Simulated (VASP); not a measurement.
LiCl:

```xyz
2
Lattice="0.0000 2.7330 2.7330 2.7330 0.0000 2.7330 2.7330 2.7330 0.0000" Properties=species:S:1:pos:R:3 pbc="T T T"
Li    0.0000    0.0000    0.0000
Cl    1.3665    1.3665    1.3665
```

Program: VASP 6.6.1. Alike in all runs: task single point; potentials or basis VASP PAW PBE potentials, release 64 (Li_sv, Cl); no spin polarisation; cell as given; smearing gaussian 0.01 eV.

Order these runs on this cell by their band gap on the k mesh, lowest first.
A. level r2SCAN; k mesh 8 × 8 × 8; cutoff (eV) 520
B. level PBE; k mesh 4 × 4 × 4; cutoff (eV) 750
C. level HSE06; k mesh 6 × 6 × 6; cutoff (eV) 520; grid for exact exchange (PRECFOCK) Normal; screening parameter 0.2079 1/Å

B (6.05 eV), A (6.77 eV), C (7.38 eV).

Caveats: some runs use coarse meshes.

A k mesh can miss the band edges.
